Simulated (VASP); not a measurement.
Runs of VASP 6.6.1 on ZnO. The structure is that of space group P4/mmm (No. 123), or close to it. The cells are those of the table. The cell was generated, and may not be a known phase.

| task | spin | cell | k mesh | cutoff (eV) | smearing | gap on the mesh (eV) | pressure (GPa) |
| --- | --- | --- | --- | --- | --- | --- | --- |
| single point | off | a = 2.848, b = 2.848, c = 4.186 Å, 2 atoms | 6 × 6 × 6 | 520 | gaussian 0.1 eV | (a) | 0.8 |
| single point | off | a = 2.848, b = 2.848, c = 4.751 Å, 2 atoms | 12 × 12 × 8 | 520 | gaussian 0.01 eV | 0.21 | 0.6 |
| relaxation of cell and atoms | off | relaxed from a = 2.848, b = 2.848, c = 4.751 Å, 2 atoms | 12 × 12 × 8 | 600 | gaussian 0.01 eV | 0.21 | 0.0 |
| single point | off | a = 2.848, b = 2.848, c = 4.751 Å, 2 atoms | 20 × 20 × 14 | 520 | gaussian 0.1 eV | 0.21 | 0.6 |
| single point | collinear, ferromagnetic start | a = 2.848, b = 2.848, c = 4.186 Å, 2 atoms | 6 × 6 × 4 | 520 | gaussian 0.1 eV | 0.04 | 0.8 |

Alike in all rows: level PBE; potentials or basis VASP PAW PBE potentials, release 64 (Zn, O).

**Question.** Fill in the values left out.

**Answer.** (a) 0.03.

Caveats: semilocal functionals underestimate gaps, and a narrow one can read as zero; the smearing spreads over this small gap (at least some runs).

A k mesh can miss the band edges.
